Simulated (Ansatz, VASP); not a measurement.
WS2: VASP beside Ansatz

INCAR

```
ALGO = Normal ; EDIFF = 1E-6
ENCUT = 520 ; GGA = PE
ISIF = 2 ; ISMEAR = 0
IVDW = 12 ; LASPH = T
LCHARG = F ; LREAL = F
LWAVE = F ; NBANDS = 35
NELM = 100 ; PREC = Accurate
SIGMA = 0.1
```

Contents of KPOINTS:

```
k-points
0
Gamma
  6 6 2
```

POSCAR

```
WS2
1.0
    3.1913781500      0.0000000000      0.0000000000
   -1.5956890800      2.7638145500      0.0000000000
    0.0000000000      0.0000000000     12.4110269300
W S
2 4
Direct
    0.3333333300      0.6666666700      0.2500000000
    0.6666666700      0.3333333300      0.7500000000
    0.3333333300      0.6666666700      0.6230000000
    0.6666666700      0.3333333300      0.1230000000
    0.3333333300      0.6666666700      0.8770000000
    0.6666666700      0.3333333300      0.3770000000
```

Input for Ansatz:

```yaml
crystal:
  lattice:
    - [3.19137815, 0.0, 0.0]
    - [-1.59568908, 2.76381455, 0.0]
    - [0.0, 0.0, 12.41102693]
  atoms:
    - { symbol: W, position: [0.33333333, 0.66666667, 0.25] }
    - { symbol: W, position: [0.66666667, 0.33333333, 0.75] }
    - { symbol: S, position: [0.33333333, 0.66666667, 0.623] }
    - { symbol: S, position: [0.66666667, 0.33333333, 0.123] }
    - { symbol: S, position: [0.33333333, 0.66666667, 0.877] }
    - { symbol: S, position: [0.66666667, 0.33333333, 0.377] }
basis:
  ecutwfc: 420
kpoints:
  mp_grid: { grid: [6, 6, 2] }
hamiltonian:
  xc: pbe
  dispersion: d3bj
scf:
  occupations: { method: gaussian, width: 0.1 }
output:
  forces: true
  stress: true
  eigenvalues: true
```

Alike in both runs: task single point; functional PBE; dispersion D3(BJ); k mesh 6 × 6 × 2; occupations gaussian, width 0.1 eV; no spin polarisation.

|  | VASP | Ansatz |
| --- | --- | --- |
| version | VASP 6.6.1 | Ansatz 0.2.0 |
| potentials or method | VASP PAW PBE potentials, release 64 (W_sv, S), cutoff 520 eV | scalar-relativistic, plane waves, PAW |
| valence electrons in the cell | 52 | 52 |

Ansatz gave:

```
gap on the k mesh at the Fermi level (eV)                     : 1.00
least direct gap on the mesh (eV)                             : 1.72
pressure (GPa)                                                : -3.9
traceless stress, the component that is largest in VASP (GPa) : 0.67
rms of the force components (eV/Å)                            : 0.106
```

**Question.** Estimate VASP's values.

**Answer.** gap on the k mesh at the Fermi level (eV): 1.01; least direct gap on the mesh (eV): 1.73; pressure (GPa): -3.9; traceless stress, the component that is largest in VASP (GPa): 0.67; rms of the force components (eV/Å): 0.105.

Atom by atom the forces differ by 0.001 eV/Å (rms over components).

Spin-orbit coupling is off throughout.
